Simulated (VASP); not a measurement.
## HfB2W3: single point with PBE

HfB2W3:

```
Hf B W
1.0
    -4.10635    0.00000    0.00000
     0.00000    0.00000   -5.86149
     0.00000   -7.11240    0.00000
Hf B W
2 4 6
Direct
  0.00000 0.00000 0.00000
  0.50000 0.00000 0.50000
  0.50000 0.73681 0.83333
  0.00000 0.73681 0.33333
  0.00000 0.26319 0.66667
  0.50000 0.26319 0.16667
  0.00000 0.50000 0.00000
  0.50000 0.50000 0.50000
  0.50000 0.32678 0.83333
  0.00000 0.32678 0.33333
  0.00000 0.67322 0.66667
  0.50000 0.67322 0.16667
```

```json
{
 "Program": "VASP 6.6.1",
 "Task": "single point",
 "Functional": "PBE",
 "Potentials or basis": "VASP PAW PBE potentials, release 64 (Hf_pv, B, W_sv)",
 "Cutoff": "520 eV",
 "k mesh": "6 × 4 × 4",
 "Occupations": "gaussian, width 0.2 eV",
 "Spin": "no spin polarisation"
}
```

| Item | Value |
| --- | --- |
| Pressure | 0.3 GPa |
| Largest force | 0.080 eV/Å |
| Band gap on the k mesh | zero (bands 58 and 59 overlap by 0.48 eV) |

Forces in eV/Å, atoms in the order of the input:
```
Hf   0.000  0.000  0.000
Hf   0.000  0.000  0.000
B    0.000 -0.004 -0.018
B    0.000 -0.004 -0.018
B    0.000  0.004  0.018
B    0.000  0.004  0.018
W    0.000  0.000  0.000
W    0.000  0.000  0.000
W    0.000 -0.063  0.049
W    0.000 -0.063  0.049
W    0.000  0.063 -0.049
W    0.000  0.063 -0.049
```

Stress tensor (GPa, compression positive):
```
 0.57  0.00  0.00
 0.00  0.44 -0.21
 0.00 -0.21  0.00
```

Levels at points of the mesh, in eV from the Fermi level:
```csv
k point,band 55,band 56,band 57,band 58,band 59,band 60,band 61,band 62
"(0.00, 0.00, 0.00)",-1.26,-0.88,-0.17,0.30,0.32,0.60,0.81,0.81
"(0.50, 0.00, 0.00)",-0.64,-0.64,-0.47,-0.47,0.48,0.48,0.57,0.57
"(0.00, 0.50, 0.00)",-1.25,-0.30,0.13,0.16,0.50,1.02,1.03,1.09
"(0.50, 0.50, 0.00)",-1.45,-1.45,-0.62,-0.62,0.10,0.10,1.30,1.30
"(0.00, 0.00, 0.50)",-0.92,-0.92,0.20,0.20,0.37,0.37,0.89,0.89
"(0.50, 0.00, 0.50)",-0.88,-0.88,-0.17,-0.17,0.30,0.30,0.32,0.32
"(0.00, 0.50, 0.50)",-0.91,-0.91,-0.04,-0.04,0.09,0.09,1.09,1.09
"(0.50, 0.50, 0.50)",-1.47,-1.47,-0.30,-0.30,0.12,0.12,1.16,1.16
```

Run time: 12 min on 1 thread of Oxide Virtual Turin-like Processor, on a shared host, peak memory 0.48 GiB.

Caveat: spin-orbit coupling is left out, which moves the levels of the heavy elements.
